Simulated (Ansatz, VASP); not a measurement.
## CuO: VASP beside Ansatz

```
CELL_PARAMETERS angstrom
1.95115 -2.11048 0.00000
1.95115 2.11048 0.00000
0.00000 0.00000 5.15593
ATOMIC_POSITIONS crystal
Cu 0.50000 0.00000 0.00000
Cu 0.00000 0.50000 0.50000
O 0.50000 0.50000 0.25000
O 0.50000 0.50000 0.75000
```

Alike in both runs: functional PBEsol; k mesh 8 × 8 × 5; occupations fermi-dirac, width 0.05 eV; no spin polarisation.

```csv
,VASP,Ansatz
version,VASP 6.6.1,Ansatz 0.2.0
potentials or method,"VASP PAW PBE potentials, release 64 (Cu_sv_GW, O)",Ansatz PAW
plane-wave cutoff (eV),700,420
valence electrons in the cell,50,50
task,single point,band structure
```

```tsv
	VASP	Ansatz	Ansatz less VASP
gap on the k mesh at the Fermi level (eV)	none	none	-
pressure (GPa)	-3.3	-0.5	+2.76
traceless stress, the component that is largest in VASP (GPa)	-1.93	-1.98	-0.055
```

VASP's potentials were made for PBE, not for PBEsol. A gap of «none» marks a metal or a gap that the smearing closes.
